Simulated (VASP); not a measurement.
Crystal: NaWF2.

```xyz
4
Lattice="3.5870 0.0000 0.0000 -1.7935 3.1064 0.0000 0.0000 0.0000 6.1636" Properties=species:S:1:pos:R:3 pbc="T T T"
Na    0.0000    0.0000    3.0818
W     0.0000    0.0000    0.0000
F     0.0000    2.0710    0.0000
F     1.7935    1.0355    0.0000
```

The cell was generated, and may not be a known phase.

```yaml
Program: VASP 6.6.1
Task: relaxation of cell and atoms
Functional: PBE
Potentials_or_basis: VASP PAW PBE potentials, release 64 (Na_pv, W_sv, F)
Cutoff: 600 eV
k_mesh: 6 × 6 × 4
Occupations: gaussian, width 0.1 eV
Spin: no spin polarisation
```

At the start: pressure 16.0 GPa; volume 17.17 Å³/atom.

Problem. How do energy, volume and symmetry change on relaxing?

Solution. Over 3 steps the energy falls by 138.6 meV/atom and the volume is 19.54 Å³/atom (+13.8 %); space group P6/mmm (No. 191, to 0.1 Å) before and after.

The path:
```csv
step,energy change (eV),largest force (eV/Å),pressure (GPa),volume (Å³)
1,0.0000,0.0000,16.04,68.68
2,-0.2700,0.0000,-6.67,86.92
3,-0.5543,0.0000,-0.08,78.15
```

Final structure:
```yaml
crystal:
  lattice:
    - [3.81554, 0.00000, 0.00000]
    - [-1.90777, 3.30435, 0.00000]
    - [0.00000, 0.00000, 6.19823]
  atoms:
    - { symbol: Na, position: [0.00000, 0.00000, 0.50000] }
    - { symbol: W, position: [0.00000, 0.00000, 0.00000] }
    - { symbol: F, position: [0.33333, 0.66667, 0.00000] }
    - { symbol: F, position: [0.66667, 0.33333, 0.00000] }
```

Caveat: an odd number of electrons without spin polarisation forces a metal; a magnetic or distorted state may lie lower.
